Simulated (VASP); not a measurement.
Set up this calculation in VASP 6.6.1, as the native input.

```
Task                   : single point
Functional             : PBE
Potentials or basis    : VASP PAW PBE potentials, release 64 (Pb_d, S)
Cutoff                 : 520 eV
k mesh                 : 7 × 7 × 3
Occupations            : fermi-dirac, width 0.01 eV
Spin                   : no spin polarisation
Dipole correction      : no
Further INCAR settings : ALGO = Normal; EDIFF = 1e-06; NBANDS = 28
```

The structure of PbS lies in POSCAR:

```
PbS
1.0
    2.9699050000     -2.9290000000      0.0000000000
    2.9699050000      2.9290000000      0.0000000000
   -1.0908505000      0.0000000000     11.7092900000
Pb S
2 2
Direct
    0.7756000000      0.7756000000      0.6363800000
    0.2244000000      0.2244000000      0.3636200000
    0.2684000000      0.2684000000      0.5986000000
    0.7316000000      0.7316000000      0.4014000000
```

This cell differs from its parent crystal: equal xx and yy strain of +1 %.

These files were run (other wordings do the same):

INCAR

```
  ALGO = Normal
  EDIFF = 1E-6
  ENCUT = 520
  GGA = PE
  ISIF = 2
  ISMEAR = -1
  LASPH = T
  LCHARG = T
  LELF = T
  LREAL = F
  LVHAR = T
  LWAVE = F
  NBANDS = 28
  NELM = 100
  PREC = Accurate
  SIGMA = 0.01
```

KPOINTS

```
k-points
0
Gamma
  7 7 3
```

Potentials or basis: VASP PAW PBE potentials, release 64 (Pb_d, S).

Run with:

```bash
$ cat potpaw_PBE.64/Pb_d/POTCAR potpaw_PBE.64/S/POTCAR > POTCAR
$ mpirun -np 1 vasp_std > vasp.out
```

Results of the run:

```
Largest force          : 0.510 eV/Å
Band gap on the k mesh : 1.36 eV
```

Caveat: the cell differs from its parent crystal (equal xx and yy strain of +1 %); there is no dipole correction, which matters where the two faces differ; spin-orbit coupling is left out, which moves the levels of the heavy elements.

Wall time 9 min on 1 thread of Intel Xeon 8259CL, with other jobs on the host, peak memory 0.42 GiB.
